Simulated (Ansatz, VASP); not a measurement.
# Two plane-wave programs on Si2C

```
CELL_PARAMETERS angstrom
0.00000 2.65988 2.65988
2.65988 0.00000 2.65988
2.65988 2.65988 0.00000
ATOMIC_POSITIONS crystal
Si 0.25000 0.25000 0.25000
Si 0.75000 0.75000 0.75000
C 0.50000 0.50000 0.50000
```

Alike in both runs: functional PBE; k mesh 14 × 14 × 14; occupations gaussian, width 0.1 eV; no spin polarisation.

Ansatz relaxed the structure, and its values are those at the end. VASP's run is a single point on that final structure, the one shown.

```csv
,VASP,Ansatz
version,VASP 6.6.1,Ansatz 0.2.0
potentials or method,"VASP PAW PBE potentials, release 64 (Si, C), cutoff 520 eV","scalar-relativistic, plane waves, PAW"
valence electrons in the cell,12,12
```

|  | VASP | Ansatz | Ansatz less VASP |
| --- | --- | --- | --- |
| gap on the k mesh at the Fermi level (eV) | none | none | - |
| pressure (GPa) | 0.0 | 0.0 | -0.01 |

A gap of «none» marks a metal or a gap that the smearing closes.
